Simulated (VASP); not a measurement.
# Ta3Si6H (a cell with a defect) in VASP: single point with PBE

Aim: the single point of Ta3Si6H (a cell with a defect) with PBE.

Program: VASP 6.6.1. These are calculated values, not measurements. Logs are shortened: lines on timing, memory, paths and dates and some standing lists are left out, and cuts for length are marked.

### 1 The cell of the first run

The cell holds a defect, 10 atoms: a = 4.805 Å, b = 4.805 Å, c = 6.599 Å, α = 90.00°, β = 90.00°, γ = 120.00°.

### 2 Single point, PBE

Input file INCAR:

```
SYSTEM = Ta3Si6H
PREC     = Accurate       ! precision mode
ENCUT    = 520            ! plane-wave cutoff, eV
EDIFF    = 1E-6           ! SCF threshold, eV
ISMEAR   = 0              ! smearing method
SIGMA    = 0.15           ! smearing width, eV
LREAL    = .FALSE.        ! projectors in reciprocal space
LASPH    = .TRUE.         ! aspherical terms in the spheres
NELM     = 100            ! most SCF steps
ALGO     = Normal         ! electronic algorithm
ISIF     = 2              ! what is computed and relaxed
LWAVE    = .FALSE.        ! write WAVECAR
LCHARG   = .FALSE.        ! write CHGCAR
GGA      = PE             ! functional
NBANDS   = 40             ! bands
```

Input file KPOINTS:

```
Automatic mesh
0
G
  9 9 6
  0 0 0
```

Input file POSCAR:

```
Ta3Si6H
1.0
    4.8051009206      0.0000000000      0.0000000000
   -2.4025504603      4.1613394650      0.0000000000
    0.0000000000      0.0000000000      6.5988658849
Ta Si H
3 6 1
Direct
    0.5000000000      0.0000000000      0.5000000000
    0.5000000000      0.5000000000      0.8333333333
    0.0000000000      0.5000000000      0.1666666667
    0.1589199921      0.3178399842      0.5000000000
    0.8410800079      0.1589199921      0.8333333333
    0.6821600158      0.8410800079      0.1666666667
    0.8410800079      0.6821600158      0.5000000000
    0.1589199921      0.8410800079      0.8333333333
    0.3178399842      0.1589199921      0.1666666667
    0.3410800079      0.1821600158      1.0000000000
```

Potentials or basis: VASP PAW PBE potentials, release 64 (Ta_pv, Si, H).

The run is started by

```
$ cat potpaw_PBE.64/Ta_pv/POTCAR potpaw_PBE.64/Si/POTCAR potpaw_PBE.64/H/POTCAR > POTCAR
$ mpirun -np 1 vasp_std > vasp.out
```

OUTCAR:

```text
SYSTEM = Ta3Si6H
   PREC = Accurate
   ENCUT = 520
   EDIFF = 1E-6
   ISMEAR = 0
   LREAL = .FALSE.
   LASPH = .TRUE.
   NELM = 100
   ISIF = 2
   GGA = PE

 ion  position               nearest neighbor table
   1  0.500  0.000  0.500-   5 2.62   8 2.62   6 2.62   9 2.62   4 2.74   7 2.74   4 2.74   7 2.74
                             4 2.84   7 2.84   2 3.26   2 3.26   3 3.26   3 3.26
   2  0.500  0.500  0.833-  10 1.72   7 2.62   4 2.62   9 2.62   6 2.62   8 2.74   5 2.74   8 2.74
                             5 2.74   5 2.84   8 2.84   1 3.26   1 3.26   3 3.26   3 3.26
   3  0.000  0.500  0.167-   4 2.62   7 2.62   5 2.62   8 2.62   6 2.74   9 2.74   9 2.74   6 2.74
                             6 2.84   9 2.84   1 3.26   1 3.26   2 3.26   2 3.26
   4  0.159  0.318  0.500-   9 2.57   5 2.57   2 2.62   3 2.62   7 2.65   1 2.74   1 2.74   1 2.84
                             7 2.84   7 2.84
   5  0.841  0.159  0.833-   4 2.57   6 2.57   1 2.62   3 2.62   8 2.65   2 2.74   2 2.74   2 2.84
                             8 2.84   8 2.84
   6  0.682  0.841  0.167-   7 2.57   5 2.57   1 2.62   2 2.62   9 2.65   3 2.74   3 2.74   3 2.84
                             9 2.84   9 2.84
   7  0.841  0.682  0.500-   6 2.57   8 2.57   2 2.62   3 2.62   4 2.65   1 2.74   1 2.74   1 2.84
                             4 2.84   4 2.84
   8  0.159  0.841  0.833-  10 1.80   7 2.57   9 2.57   1 2.62   3 2.62   5 2.65   2 2.74   2 2.74
                             2 2.84   5 2.84   5 2.84
   9  0.318  0.159  0.167-  10 1.11   4 2.57   8 2.57   1 2.62   2 2.62   6 2.65   3 2.74   3 2.74
                             3 2.84   6 2.84   6 2.84
  10  0.341  0.182  0.000-   9 1.11   2 1.72   8 1.80

  LATTYP: Found a hexagonal cell.
 ALAT       =     4.8051009206
 C/A-ratio  =     1.3733043268

  Lattice vectors:

 A1 = (   4.8051009206,   0.0000000000,   0.0000000000)
 A2 = (  -2.4025504603,   4.1613394650,   0.0000000000)
 A3 = (   0.0000000000,   0.0000000000,   6.5988658849)

Analysis of symmetry for initial positions (statically):
=====================================================================
 Subroutine PRICEL returns:
 Original cell was already a primitive cell.

 Routine SETGRP: Setting up the symmetry group for a
 hexagonal supercell.

 Subroutine GETGRP returns: Found  1 space group operations
 (whereof  1 operations were pure point group operations)
 out of a pool of 24 trial point group operations.

The static configuration has the point symmetry C_1 .

Analysis of symmetry for dynamics (positions and initial velocities):
=====================================================================
 Subroutine PRICEL returns:
 Original cell was already a primitive cell.

 Routine SETGRP: Setting up the symmetry group for a
 hexagonal supercell.

 Subroutine GETGRP returns: Found  1 space group operations
 (whereof  1 operations were pure point group operations)
[... 134 lines left out ...]
   EFERMI_NEDOS =   21; number of points for ismear=-14 and -15
   IALGO  =     38    algorithm
   IMIX   =      4    mixing-type and parameters
     AMIX     =   0.40;   BMIX     =  1.00
     AMIX_MAG =   1.60;   BMIX_MAG =  1.00
  volume/ion in A,a.u.               =      13.19        89.04
  Fermi-wavevector in a.u.,A,eV,Ry     =   1.244751  2.352238 21.080938  1.549405
  Thomas-Fermi vector in A             =   2.379004
   LORBIT       =      0    0 simple, 1 ext, 2 COOP (PROOUT), +10 PAW based schemes
   GGA     = PE    functional components
   LHFCALC =     F    Hartree Fock is set to
   AEXX    =    0.0000 exact exchange contribution
   IVDW    =     0    specifies the selected vdW correction
   LEPSILON=     F    determine dielectric tensor
   LRPA    =     F    only Hartree local field effects (RPA)
 non-spin polarized calculation
 Gauss-broadening in eV      SIGMA  =   0.15
  energy-cutoff  :      520.00
  volume of cell :      131.95
 maximum number of plane-waves:      3573
   NGX = 17   NGY = 17   NGZ = 25

 number of electron      58.0000006 magnetization

 Free energy of the ion-electron system (eV)
  ---------------------------------------------------
  ext. energy  EPLUGINS =         0.00000000
  ---------------------------------------------------
  free energy    TOTEN  =       -71.13876554 eV

  energy without entropy =      -71.11367084  energy(sigma->0) =      -71.12621819

 E-fermi :   9.5073     XC(G=0): -12.0665

 val. band max:        9.5047335975   @ k =   0.4444  -0.2222   0.3333
 cond. band min:       9.5076778212   @ k =   0.3333   0.2222   0.1667
 fundamental gap:      0.0029442237
 Fermi energy:         9.5072516355

 k-point     1 :       0.0000    0.0000    0.0000
  band No.  band energies     occupation
      1     -25.3378      2.00000
      2     -25.0891      2.00000
      3     -25.0444      2.00000
      4     -24.9576      2.00000
      5     -24.8750      2.00000
      6     -24.8278      2.00000
[... 1021 lines left out ...]
     39      13.4196      0.00000
     40      13.6409      0.00000

 [... further k-points ...]

------------------------ aborting loop because EDIFF is reached ----------------------------------------

  FORCE on cell =-STRESS in cart. coord.  units (eV):
  Direction    XX          YY          ZZ          XY          YZ          ZX
  --------------------------------------------------------------------------------------
  -------------------------------------------------------------------------------------
  Total        1.5334913      2.6940019     22.0490056     -0.0006579     -0.1898098     -0.7787981
  in kB       18.6203109     32.7117304    267.7285155     -0.0079890     -2.3047525     -9.4565022
  external PRESSURE =     106.3535189 kB  Pullay stress =       0.0000000 kB

 VOLUME and BASIS-vectors are now :
 -----------------------------------------------------------------------------
  energy-cutoff  :      520.00
  volume of cell :      131.95
      direct lattice vectors                 reciprocal lattice vectors
     4.805100921  0.000000000  0.000000000     0.208112174  0.120153620  0.000000000
    -2.402550460  4.161339465  0.000000000     0.000000000  0.240307240  0.000000000
     0.000000000  0.000000000  6.598865885     0.000000000  0.000000000  0.151541192

 POSITION                                       TOTAL-FORCE (eV/Angst)
 -----------------------------------------------------------------------------------
      2.40255      0.00000      3.29943        -0.067358     -0.053040      0.109590
      1.20128      2.08067      5.49905        -0.079864      1.108612     -0.463540
     -1.20128      2.08067      1.09981         0.216545      0.458767     -0.237981
      0.00000      1.32264      3.29943        -0.142315      0.204419     -0.138179
      3.65966      0.66132      5.49905        -0.110153      0.065118     -0.244480
      1.25711      3.50002      1.09981        -0.051799      0.040726      0.099235
      2.40255      2.83870      3.29943         0.120155     -0.136782     -0.062641
     -1.25711      3.50002      5.49905         0.002591     -1.486553     -1.111221
      1.14544      0.66132      1.09981        -0.963506     -1.346633     17.464275
      1.20128      0.75803      0.00000         1.075704      1.145366    -15.415058
 -----------------------------------------------------------------------------------
    total drift:                               -0.000158      0.000491     -0.000062

  FREE ENERGIE OF THE ION-ELECTRON SYSTEM (eV)
  ---------------------------------------------------
  free  energy   TOTEN  =       -71.1387655447 eV

  energy  without entropy=      -71.1136708356  energy(sigma->0) =      -71.12621819
```

It took 16 min on 1 thread of Intel Xeon Platinum 8124M at 3.00GHz (Skylake/Cascade Lake), shared host; peak memory 0.99 GiB.

Results:

```yaml
Free_energy: -71.1388 eV
Pressure: 10.6 GPa
Largest_force: 17.543 eV/Å
Band_gap_on_the_k_mesh: zero (band 29 reaches 10.12 eV, above the bottom of band 30 at 9.33 eV)
```

Forces in eV/Å, atoms in the order of the input:
```
Ta   -0.067  -0.053   0.110
Ta   -0.080   1.109  -0.464
Ta    0.217   0.459  -0.238
Si   -0.142   0.204  -0.138
Si   -0.110   0.065  -0.244
Si   -0.052   0.041   0.099
Si    0.120  -0.137  -0.063
Si    0.003  -1.487  -1.111
Si   -0.964  -1.347  17.464
H     1.076   1.145 -15.415
```

Stress tensor (GPa, compression positive):
```
 1.86  0.00 -0.95
 0.00  3.27 -0.23
-0.95 -0.23 26.77
```

Caveat: spin-orbit coupling is left out, which moves the levels of the heavy elements.
